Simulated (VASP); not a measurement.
# Ag (P6_3/mmc) in VASP: notebook, part 2 of 2

VASP 6.6.1. The steps go on from the part before.

## Step 4: Single point, PBEsol

This run uses another cell than the first one, of 16.67 Å³/atom.

The input, INCAR:

```
ALGO = Normal ; EDIFF = 1E-6
ENCUT = 520 ; GGA = PS
ISIF = 2 ; ISMEAR = -1
LASPH = True ; LCHARG = True
LELF = True ; LREAL = False
LVHAR = True ; LWAVE = False
NBANDS = 18 ; NELM = 80
PREC = Accurate ; SIGMA = 0.05
```

The input, KPOINTS:

```
k-points
0
Gamma
  15 15 8
```

The input, POSCAR:

```
Ag
1.0
    2.8507817728      0.0000000000      0.0000000000
   -1.4253908864      2.4688494359      0.0000000000
    0.0000000000      0.0000000000      4.7371444194
Ag
2
Direct
    0.3333333333      0.6666666667      0.2500000000
    0.6666666667      0.3333333333      0.7500000000
```

Potentials or basis: VASP PAW PBE potentials, release 64 (Ag).

Launch:

```console
> cat potpaw_PBE.64/Ag/POTCAR > POTCAR
> mpirun -np 1 vasp_std > vasp.out
```

OUTCAR:

```text
EDIFF = 1E-6
   ENCUT = 520
   GGA = PS
   ISIF = 2
   ISMEAR = -1
   LASPH = True
   LREAL = False
   NELM = 80
   PREC = Accurate

 ion  position               nearest neighbor table
   1  0.333  0.667  0.250-   2 2.88   2 2.88   2 2.88   2 2.88   2 2.88   2 2.88
   2  0.667  0.333  0.750-   1 2.88   1 2.88   1 2.88   1 2.88   1 2.88   1 2.88

  LATTYP: Found a hexagonal cell.
 ALAT       =     2.8507817728
 C/A-ratio  =     1.6617001219

  Lattice vectors:

 A1 = (   2.8507817728,   0.0000000000,   0.0000000000)
 A2 = (  -1.4253908864,   2.4688494359,   0.0000000000)
 A3 = (   0.0000000000,   0.0000000000,   4.7371444194)

Analysis of symmetry for initial positions (statically):
=====================================================================
 Subroutine PRICEL returns:
 Original cell was already a primitive cell.

 Routine SETGRP: Setting up the symmetry group for a
 hexagonal supercell.

 Subroutine GETGRP returns: Found 24 space group operations
 (whereof 12 operations were pure point group operations)
 out of a pool of 24 trial point group operations.

The static configuration has the point symmetry D_3d.
 The point group associated with its full space group is D_6h.

Analysis of symmetry for dynamics (positions and initial velocities):
=====================================================================
 Subroutine PRICEL returns:
 Original cell was already a primitive cell.

 Routine SETGRP: Setting up the symmetry group for a
 hexagonal supercell.

 Subroutine GETGRP returns: Found 24 space group operations
 (whereof 12 operations were pure point group operations)
 out of a pool of 24 trial point group operations.

The dynamic configuration has the point symmetry D_3d.
 The point group associated with its full space group is D_6h.

 Subroutine INISYM returns: Found 24 space group operations
[... 111 lines left out ...]
   EFERMI =   0.00;   METHOD = LEGACY
   ISMEAR =    -1;   SIGMA  =   0.05  broadening in eV -4-tet -1-fermi 0-gaus
   EFERMI_NEDOS =   21; number of points for ismear=-14 and -15
   IALGO  =     38    algorithm
   IMIX   =      4    mixing-type and parameters
     AMIX     =   0.40;   BMIX     =  1.00
     AMIX_MAG =   1.60;   BMIX_MAG =  1.00
  volume/ion in A,a.u.               =      16.67       112.50
  Fermi-wavevector in a.u.,A,eV,Ry     =   1.425249  2.693330 27.637975  2.031334
  Thomas-Fermi vector in A             =   2.545653
   LORBIT       =      0    0 simple, 1 ext, 2 COOP (PROOUT), +10 PAW based schemes
   GGA     = PS    functional components
   LHFCALC =     F    Hartree Fock is set to
   AEXX    =    0.0000 exact exchange contribution
   IVDW    =     0    specifies the selected vdW correction
   LEPSILON=     F    determine dielectric tensor
   LRPA    =     F    only Hartree local field effects (RPA)
 non-spin polarized calculation
  energy-cutoff  :      520.00
  volume of cell :       33.34
 maximum number of plane-waves:       914
 NGX is ok and might be reduce to    24
   NGX = 11   NGY = 11   NGZ = 17

 number of electron      21.9999996 magnetization

 Free energy of the ion-electron system (eV)
  ---------------------------------------------------
  ext. energy  EPLUGINS =         0.00000000
  ---------------------------------------------------
  free energy    TOTEN  =        -6.61365446 eV

  energy without entropy =       -6.60931588  energy(sigma->0) =       -6.61148517

 E-fermi :   8.7115     XC(G=0): -12.5468

 val. band max:        8.5149305957   @ k =   0.4667  -0.0000   0.3750
 cond. band min:       8.7381897276   @ k =   0.2667   0.2667   0.0000
 fundamental gap:      0.2232591320
 Fermi energy:         8.7114985813

 k-point     1 :       0.0000    0.0000    0.0000
  band No.  band energies     occupation
      1       0.5492      2.00000
      2       1.9905      2.00000
      3       3.6116      2.00000
      4       3.7752      2.00000
      5       3.7752      2.00000
      6       4.0106      2.00000
[... 481 lines left out ...]
      5       3.8806      2.00000
      6       3.9398      2.00000
[... 10 lines left out ...]
     17      19.3222      0.00000
     18      22.2688      0.00000

 [... further k-points ...]

------------------------ aborting loop because EDIFF is reached ----------------------------------------

  FORCE on cell =-STRESS in cart. coord.  units (eV):
  Direction    XX          YY          ZZ          XY          YZ          ZX
  --------------------------------------------------------------------------------------
  -------------------------------------------------------------------------------------
  Total       -0.0472641     -0.0472641     -0.0515587      0.0000000      0.0000000      0.0000000
  in kB       -2.2712608     -2.2712608     -2.4776327      0.0000000      0.0000000      0.0000000
  external PRESSURE =      -2.3400514 kB  Pullay stress =       0.0000000 kB

 VOLUME and BASIS-vectors are now :
 -----------------------------------------------------------------------------
  energy-cutoff  :      520.00
  volume of cell :       33.34
      direct lattice vectors                 reciprocal lattice vectors
     2.850781773  0.000000000  0.000000000     0.350780972  0.202523488  0.000000000
    -1.425390886  2.468849436  0.000000000     0.000000000  0.405046977  0.000000000
     0.000000000  0.000000000  4.737144419     0.000000000  0.000000000  0.211097638

 POSITION                                       TOTAL-FORCE (eV/Angst)
 -----------------------------------------------------------------------------------
     -0.00000      1.64590      1.18429        -0.000000      0.000000      0.000000
      1.42539      0.82295      3.55286         0.000000      0.000000     -0.000000
 -----------------------------------------------------------------------------------
    total drift:                               -0.000000      0.000000     -0.000000

  FREE ENERGIE OF THE ION-ELECTRON SYSTEM (eV)
  ---------------------------------------------------
  free  energy   TOTEN  =        -6.6136544623 eV

  energy  without entropy=       -6.6093158799  energy(sigma->0) =       -6.61148517
```

stdout:

```text
POSCAR found type information on POSCAR Ag
 POSCAR found :  1 types and       2 ions
 scaLAPACK will be used
 -----------------------------------------------------------------------------
|                                                                             |
|                                                                             |
|     You enforced a specific xc type in the INCAR file but a different       |
|     I HOPE YOU KNOW WHAT YOU ARE DOING!                                     |
|                                                                             |
 -----------------------------------------------------------------------------

 LDA part: xc-table for (Slater+PW92), standard interpolation
 POSCAR, INCAR and KPOINTS ok, starting setup
 FFT: planning ... GRIDC
 FFT: planning ... GRID_SOFT
 FFT: planning ... GRID
 WAVECAR not read
 entering main loop
```

Run time: 64 s. Hardware: 1 thread of Intel Xeon 8259CL, shared host; peak memory 0.2 GiB.

Results:

```yaml
Free_energy: -6.6137 eV
Pressure: -0.2 GPa
Band_gap_on_the_k_mesh: zero (bands 11 and 12 overlap by 7.60 eV)
```

Caveat: the PAW data sets were made with another functional, which shifts forces and pressure a little.
